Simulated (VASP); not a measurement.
HfBr2:

```
CELL_PARAMETERS angstrom
0.00000 3.37967 3.37967
3.37967 0.00000 3.37967
3.37967 3.37967 0.00000
ATOMIC_POSITIONS crystal
Hf 0.00000 0.00000 0.00000
Br 0.25000 0.25000 0.25000
Br 0.75000 0.75000 0.75000
```

```yaml
Program: VASP 6.6.1
Task: relaxation of cell and atoms
Functional: PBE
Potentials_or_basis: VASP PAW PBE potentials, release 64 (Hf_pv, Br)
Cutoff: 600 eV
k_mesh: 12 × 12 × 12
Occupations: gaussian, width 0.1 eV
Spin: no spin polarisation
```

At the start: pressure -3.1 GPa; volume 25.74 Å³/atom.

How do energy, volume and symmetry change on relaxing?

Over 3 steps the energy falls by 14.7 meV/atom and the volume is 24.32 Å³/atom (-5.5 %); space group Fm-3m (No. 225, to 0.1 Å) before and after.

The path:
| step | energy change (eV) | largest force (eV/Å) | pressure (GPa) | volume (Å³) |
| --- | --- | --- | --- | --- |
| 1 | 0.0000 | 0.0000 | -3.13 | 77.21 |
| 2 | -0.0396 | 0.0000 | 1.16 | 71.72 |
| 3 | -0.0440 | 0.0000 | 0.02 | 72.96 |

Final structure:
```
CELL_PARAMETERS angstrom
0.00000 3.31658 3.31658
3.31658 0.00000 3.31658
3.31658 3.31658 0.00000
ATOMIC_POSITIONS crystal
Hf 0.00000 0.00000 0.00000
Br 0.25000 0.25000 0.25000
Br 0.75000 0.75000 0.75000
```
